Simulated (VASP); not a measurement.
Write the native input for VASP 6.6.1 that does the following.

```yaml
Task: relaxation of cell and atoms
Functional: PBE
Potentials_or_basis: VASP PAW PBE potentials, release 64 (Na_pv, F)
Cutoff: 600 eV
k_mesh: 8 × 8 × 8
Occupations: gaussian, width 0.01 eV
Spin: no spin polarisation
Dipole_correction: no
Further_INCAR_settings: ALGO = Normal; EDIFF = 1e-06; IBRION = 2; EDIFFG = -0.001; NSW = 80; ISIF = 3
```

The structure of NaF (Villiaumite) lies in POSCAR:

```
NaF
1.0
    0.0000000000      2.3497438076      2.3497438076
    2.3497438076      0.0000000000      2.3497438076
    2.3497438076      2.3497438076      0.0000000000
Na F
1 1
Direct
    0.0000000000      0.0000000000      0.0000000000
    0.5000000000      0.5000000000      0.5000000000
```

One way to write it, as run:

INCAR

```
SYSTEM = NaF
  PREC = Accurate
  ENCUT = 600
  EDIFF = 1E-6
  ISMEAR = 0
  SIGMA = 0.01
  LREAL = .False.
  LASPH = .True.
  NELM = 100
  ALGO = Normal
  ISIF = 3
  LWAVE = .False.
  LCHARG = .False.
  GGA = PE
  IBRION = 2
  NSW = 80
  EDIFFG = -0.001
```

KPOINTS

```
regular mesh
0
Gamma
  8 8 8
  0 0 0
```

Potentials or basis: VASP PAW PBE potentials, release 64 (Na_pv, F).

Run with:

```bash
$ cat potpaw_PBE.64/Na_pv/POTCAR potpaw_PBE.64/F/POTCAR > POTCAR
$ mpirun -np 1 vasp_std > vasp.out
```

It gave:

```json
{
 "Relaxed volume": "12.92 Å³/atom",
 "Relaxed cell": "a = 3.319 Å, b = 3.319 Å, c = 3.319 Å, α = 60.00°, β = 60.00°, γ = 60.00°",
 "Space group after relaxing (to 0.05 Å)": "Fm-3m (No. 225)",
 "Energy gained by relaxing": "0.0 meV/atom",
 "Ionic steps": "9",
 "Pressure after relaxing": "0.0 GPa",
 "Band gap on the k mesh": "6.10 eV, direct"
}
```

Wall time 17 s on 1 thread of Intel(R) Xeon(R) 6975P-C (Granite Rapids), on a shared host, peak memory 0.15 GiB.
